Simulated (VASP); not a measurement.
# LiF (Griceite) (Fm-3m) in VASP: notebook

The runs below take LiF (Griceite) through single point, with PBEsol.

Everything below comes from runs of VASP 6.6.1. Logs are shortened: lines on timing, memory, paths and dates and some standing lists are left out, and cuts for length are marked.

## Step 1: The cell of the first run

The structure is cubic, space group Fm-3m (No. 225). Conventional cell: a = 4.001 Å, b = 4.001 Å, c = 4.001 Å, α = 90.00°, β = 90.00°, γ = 90.00°. Within 2.7 Å of F (site symmetry m-3m) lie 6 Li at 2.00 Å. Within 2.7 Å of Li (site symmetry m-3m) lie 6 F at 2.00 Å.

## Step 2: Single point, PBEsol (volume scaled by 0.98)

INCAR

```
ALGO = Normal ; EDIFF = 1E-7
ENCUT = 520 ; GGA = PS
ISIF = 2 ; ISMEAR = -1
LASPH = True ; LCHARG = False
LREAL = False ; LWAVE = False
NBANDS = 12 ; NELM = 80
PREC = Accurate ; SIGMA = 0.05
```

KPOINTS

```
k-points
0
Gamma
  11 11 11
```

POSCAR

```
LiF
1.0
    0.0000000000      2.0004828142      2.0004828142
    2.0004828142      0.0000000000      2.0004828142
    2.0004828142      2.0004828142      0.0000000000
F Li
1 1
Direct
    0.5000000000      0.5000000000      0.5000000000
    0.0000000000      0.0000000000      0.0000000000
```

Potentials or basis: VASP PAW PBE potentials, release 64 (F, Li_sv).

Command:

```console
$ cat potpaw_PBE.64/F/POTCAR potpaw_PBE.64/Li_sv/POTCAR > POTCAR
$ mpirun -np 1 vasp_std > vasp.out
```

OUTCAR:

```text
EDIFF = 1E-7
   ENCUT = 520
   GGA = PS
   ISIF = 2
   ISMEAR = -1
   LASPH = True
   LREAL = False
   NELM = 80
   PREC = Accurate

 ion  position               nearest neighbor table
   1  0.500  0.500  0.500-   2 2.00   2 2.00   2 2.00   2 2.00   2 2.00   2 2.00
   2  0.000  0.000  0.000-   1 2.00   1 2.00   1 2.00   1 2.00   1 2.00   1 2.00

  LATTYP: Found a face centered cubic cell.
 ALAT       =     4.0009656284

  Lattice vectors:

 A1 = (   0.0000000000,   2.0004828142,   2.0004828142)
 A2 = (   2.0004828142,   0.0000000000,   2.0004828142)
 A3 = (   2.0004828142,   2.0004828142,   0.0000000000)

Analysis of symmetry for initial positions (statically):
=====================================================================
 Subroutine PRICEL returns:
 Original cell was already a primitive cell.

 Routine SETGRP: Setting up the symmetry group for a
 face centered cubic supercell.

 Subroutine GETGRP returns: Found 48 space group operations
 (whereof 48 operations were pure point group operations)
 out of a pool of 48 trial point group operations.

The static configuration has the point symmetry O_h .

Analysis of symmetry for dynamics (positions and initial velocities):
=====================================================================
 Subroutine PRICEL returns:
 Original cell was already a primitive cell.

 Routine SETGRP: Setting up the symmetry group for a
 face centered cubic supercell.

 Subroutine GETGRP returns: Found 48 space group operations
 (whereof 48 operations were pure point group operations)
 out of a pool of 48 trial point group operations.

The dynamic configuration has the point symmetry O_h .

 Subroutine INISYM returns: Found 48 space group operations
 (whereof 48 operations are pure point group operations),
 and found     1 'primitive' translations

----------------------------------------------------------------------------------------

                                     Primitive cell

  volume of cell :      16.0116

  direct lattice vectors                    reciprocal lattice vectors
     0.000000000  2.000482814  2.000482814    -0.249939663  0.249939663  0.249939663
     2.000482814  0.000000000  2.000482814     0.249939663 -0.249939663  0.249939663
     2.000482814  2.000482814  0.000000000     0.249939663  0.249939663 -0.249939663

  length of vectors
     2.829109927  2.829109927  2.829109927     0.432908195  0.432908195  0.432908195

  position of ions in fractional coordinates (direct lattice)
     0.500000000  0.500000000  0.500000000
     0.000000000  0.000000000  0.000000000

  ion indices of the primitive-cell ions
   primitive index   ion index
                 1           1
                 2           2

----------------------------------------------------------------------------------------

 KPOINTS: k-points

Automatic generation of k-mesh.
 Grid dimensions read from file:
 generate k-points for:   11   11   11

 Generating k-lattice:

  Cartesian coordinates                     Fractional coordinates (reciprocal lattice)
    -0.022721788  0.022721788  0.022721788     0.090909091  0.000000000  0.000000000
     0.022721788 -0.022721788  0.022721788     0.000000000  0.090909091  0.000000000
     0.022721788  0.022721788 -0.022721788     0.000000000  0.000000000  0.090909091

  Length of vectors
     0.039355290  0.039355290  0.039355290

  Shift w.r.t. Gamma in fractional coordinates (k-lattice)
     0.000000000  0.000000000  0.000000000

 Subroutine IBZKPT returns following result:
 ===========================================

 Found     56 irreducible k-points:

 Following reciprocal coordinates:
            Coordinates               Weight
  0.000000  0.000000  0.000000      1.000000
  0.090909  0.000000  0.000000      8.000000
  0.181818  0.000000  0.000000      8.000000
  0.272727  0.000000  0.000000      8.000000
  0.363636  0.000000  0.000000      8.000000
  0.454545  0.000000  0.000000      8.000000
[... 16 lines left out ...]
 -0.272727  0.181818  0.000000     24.000000
 -0.181818  0.181818  0.000000     12.000000
 [... further k-points ...]
   k-points           NKPTS =     56   k-points in BZ     NKDIM =     56   number of bands    NBANDS=     12
   number of dos      NEDOS =    301   number of ions     NIONS =      2
   total plane-waves  NPLWV =  13824
   dimension x,y,z NGX =    24 NGY =   24 NGZ =   24
   dimension x,y,z NGXF=    48 NGYF=   48 NGZF=   48
   ions per type =               1   1
   NGX,Y,Z   is equivalent  to a cutoff of  14.10, 14.10, 14.10 a.u.
   NGXF,Y,Z  is equivalent  to a cutoff of  28.21, 28.21, 28.21 a.u.
 SYSTEM =  unknown system
   PREC   = accura    normal or accurate (medium, high low for compatibility)
   ISTART =      0    job   : 0-new  1-cont  2-samecut
   ICHARG =      2    charge: 1-file 2-atom 10-const
   ISPIN  =      1    spin polarized calculation?
   LNONCOLLINEAR =      F non collinear calculations
   LSORBIT =      F    spin-orbit coupling
   LASPH  =      T    aspherical Exc in radial PAW
   ENCUT  =  520.0 eV  38.22 Ry    6.18 a.u.   5.26  5.26  5.26*2*pi/ulx,y,z
   NELM   =     80;   NELMIN=  2; NELMDL= -5     # of ELM steps
   EDIFF  = 0.1E-06   stopping-criterion for ELM
   LREAL  =      F    real-space projection
   EDIFFG = 0.1E-05   stopping-criterion for IOM
   NSW    =      0    number of steps for IOM
   IBRION =     -1    ionic relax: 0-MD 1-quasi-New 2-CG
   NFREE  =      0    steps in history (QN), initial steepest desc. (CG)
   ISIF   =      2    stress and relaxation
   ISYM   =      2    0-nonsym 1-usesym 2-fastsym
   POTIM  = 0.5000    time-step for ionic-motion
   TEBEG  =    0.0;   TEEND  =   0.0 temperature during run
   PSTRESS=    0.0 pullay stress
   NELECT =      10.0000    total number of electrons
   NUPDOWN=      -1.0000    fix difference up-down
   EMIN   =  10.00;   EMAX   =-10.00  energy-range for DOS
   EFERMI =   0.00;   METHOD = LEGACY
   ISMEAR =    -1;   SIGMA  =   0.05  broadening in eV -4-tet -1-fermi 0-gaus
   EFERMI_NEDOS =   21; number of points for ismear=-14 and -15
   IALGO  =     38    algorithm
   IMIX   =      4    mixing-type and parameters
     AMIX     =   0.40;   BMIX     =  1.00
     AMIX_MAG =   1.60;   BMIX_MAG =  1.00
  volume/ion in A,a.u.               =       8.01        54.03
  Fermi-wavevector in a.u.,A,eV,Ry     =   1.399362  2.644410 26.643111  1.958213
  Thomas-Fermi vector in A             =   2.522429
   LORBIT       =      0    0 simple, 1 ext, 2 COOP (PROOUT), +10 PAW based schemes
   GGA     = PS    functional components
   LHFCALC =     F    Hartree Fock is set to
   AEXX    =    0.0000 exact exchange contribution
   IVDW    =     0    specifies the selected vdW correction
   LEPSILON=     F    determine dielectric tensor
   LRPA    =     F    only Hartree local field effects (RPA)
 non-spin polarized calculation
  energy-cutoff  :      520.00
  volume of cell :       16.01
 maximum number of plane-waves:       444
 NGX is ok and might be reduce to    24
   NGX = 11   NGY = 11   NGZ = 11

 number of electron      10.0000000 magnetization

 number of electron       9.9999995 magnetization

 Free energy of the ion-electron system (eV)
  ---------------------------------------------------
  ext. energy  EPLUGINS =         0.00000000
  ---------------------------------------------------
  free energy    TOTEN  =        -9.85203111 eV

  energy without entropy =       -9.85203111  energy(sigma->0) =       -9.85203111

 E-fermi :   0.0808     XC(G=0): -10.3040

 val. band max:       -0.9848649579   @ k =   0.0000   0.0000   0.0000
 cond. band min:       8.1169543665   @ k =   0.0000   0.0000   0.0000
 fundamental gap:      9.1018193244
 Fermi energy:         0.0807680110

 k-point     1 :       0.0000    0.0000    0.0000
  band No.  band energies     occupation
      1     -41.1508      2.00000
      2     -20.9043      2.00000
      3      -0.9849      2.00000
      4      -0.9849      2.00000
      5      -0.9849      2.00000
      6       8.1170      0.00000
      7      23.1025      0.00000
      8      23.1025      0.00000
      9      23.1025      0.00000
     10      23.3214      0.00000
     11      23.3214      0.00000
     12      23.3214      0.00000

 k-point     2 :       0.0909    0.0000    0.0000
  band No.  band energies     occupation
      1     -41.1455      2.00000
      2     -20.8713      2.00000
      3      -1.2351      2.00000
      4      -1.0049      2.00000
      5      -1.0049      2.00000
      6       8.3590      0.00000
      7      20.5461      0.00000
      8      21.9248      0.00000
      9      21.9249      0.00000
     10      24.3052      0.00000
     11      24.3052      0.00000
     12      24.4003      0.00000

 k-point     3 :       0.1818    0.0000    0.0000
  band No.  band energies     occupation
      1     -41.1307      2.00000
      2     -20.7788      2.00000
      3      -1.8562      2.00000
      4      -1.0578      2.00000
      5      -1.0578      2.00000
      6       8.9284      0.00000
      7      18.1722      0.00000
      8      20.5391      0.00000
      9      20.5391      0.00000
     10      25.2535      0.00000
     11      25.4983      0.00000
     12      25.4983      0.00000
[... 286 lines left out ...]
 k-point    23 :      -0.2727    0.1818    0.0000
  band No.  band energies     occupation
      1     -41.0890      2.00000
      2     -20.4783      2.00000
      3      -2.9406      2.00000
      4      -2.0161      2.00000
      5      -1.1714      2.00000
      6      10.6040      0.00000
      7      15.1699      0.00000
      8      18.6285      0.00000
      9      18.6706      0.00000
     10      27.3570      0.00000
     11      27.4867      0.00000
     12      29.0703      0.00000

 k-point    24 :      -0.1818    0.1818    0.0000
  band No.  band energies     occupation
      1     -41.1051      2.00000
      2     -20.6005      2.00000
      3      -2.4998      2.00000
      4      -1.7357      2.00000
      5      -1.0639      2.00000
      6      10.0057      0.00000
      7      16.0475      0.00000
      8      19.0797      0.00000
      9      19.3140      0.00000
     10      25.7877      0.00000
     11      26.2476      0.00000
     12      29.2580      0.00000

 [... further k-points ...]
[... 5 lines left out ...]
  --------------------------------------------------------------------------------------
  -------------------------------------------------------------------------------------
  Total        0.0110694      0.0110694      0.0110694      0.0000000     -0.0000000      0.0000000
  in kB        1.1076456      1.1076456      1.1076456      0.0000000     -0.0000000      0.0000000
  external PRESSURE =       1.1076456 kB  Pullay stress =       0.0000000 kB

 VOLUME and BASIS-vectors are now :
 -----------------------------------------------------------------------------
  energy-cutoff  :      520.00
  volume of cell :       16.01
      direct lattice vectors                 reciprocal lattice vectors
     0.000000000  2.000482814  2.000482814    -0.249939663  0.249939663  0.249939663
     2.000482814  0.000000000  2.000482814     0.249939663 -0.249939663  0.249939663
     2.000482814  2.000482814  0.000000000     0.249939663  0.249939663 -0.249939663

 POSITION                                       TOTAL-FORCE (eV/Angst)
 -----------------------------------------------------------------------------------
      2.00048      2.00048      2.00048        -0.000000     -0.000000      0.000000
      0.00000      0.00000      0.00000         0.000000      0.000000      0.000000
 -----------------------------------------------------------------------------------
    total drift:                               -0.000000     -0.000000      0.000000

  FREE ENERGIE OF THE ION-ELECTRON SYSTEM (eV)
  ---------------------------------------------------
  free  energy   TOTEN  =        -9.8520311134 eV

  energy  without entropy=       -9.8520311133  energy(sigma->0) =       -9.85203111
```

Wall time 7.7 s (1 thread of Intel Xeon Platinum 8259CL at 2.50GHz (Skylake/Cascade Lake), shared host); peak memory 0.13 GiB.

Results:

| Item | Value |
| --- | --- |
| Free energy | -9.8520 eV |
| Band gap on the k mesh | 9.10 eV, direct |

Levels at points of the mesh, in eV from the valence-band top:
```csv
k point,band 3,band 4,band 5,band 6,band 7,band 8
"(0.00, 0.00, 0.00)",0.00,0.00,0.00,9.10,24.09,24.09
```

Caveat: the cutoff is under 1.25 times the usual one of these potentials, so pressure, stress and relaxed cells hold a basis-set (Pulay) error; the PAW data sets were made with another functional, which shifts forces and pressure a little. A k mesh can miss the band edges.

(Part 1 of 2 ends here.)
